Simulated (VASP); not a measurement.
Here is a VASP 6.6.1 calculation.

File POSCAR:

```
Sb
1.0
    0.0000000000      2.3808007647      2.3808007647
    2.3808007647      0.0000000000      2.3808007647
    2.3808007647      2.3808007647      0.0000000000
Sb
1
Direct
    0.0000000000      0.0000000000      0.0000000000
```

Contents of INCAR.step1:

```
ALGO = Normal
EDIFF = 1E-4
ENCUT = 520
GGA = PE
ISMEAR = -1
LASPH = T
LCHARG = F
LREAL = F
LWAVE = T
NBANDS = 8
NELM = 100
PREC = Accurate
SIGMA = 0.1
```

INCAR.step2

```
ALGO = Normal
EDIFF = 1E-6
ENCUT = 520
ISIF = 2
ISMEAR = -1
ISTART = 1
LASPH = T
LCHARG = F
LMIXTAU = T
LREAL = F
LWAVE = F
METAGGA = R2SCAN
NBANDS = 8
NELM = 100
PREC = Accurate
SIGMA = 0.1
```

The input KPOINTS:

```
k-points
0
Gamma
  8 8 8
```

Potentials or basis: VASP PAW PBE potentials, release 64 (Sb).

Command:

```sh
$ cat potpaw_PBE.64/Sb/POTCAR > POTCAR
$ cp INCAR.step1 INCAR
$ mpirun -np 1 vasp_std > vasp.out
$ cp INCAR.step2 INCAR
$ mpirun -np 1 vasp_std > vasp.out
```

**Question.** Predict the pressure.

**Answer.** 0.9 GPa.

Caveat: the PAW data sets were made with another functional, which shifts forces and pressure a little.
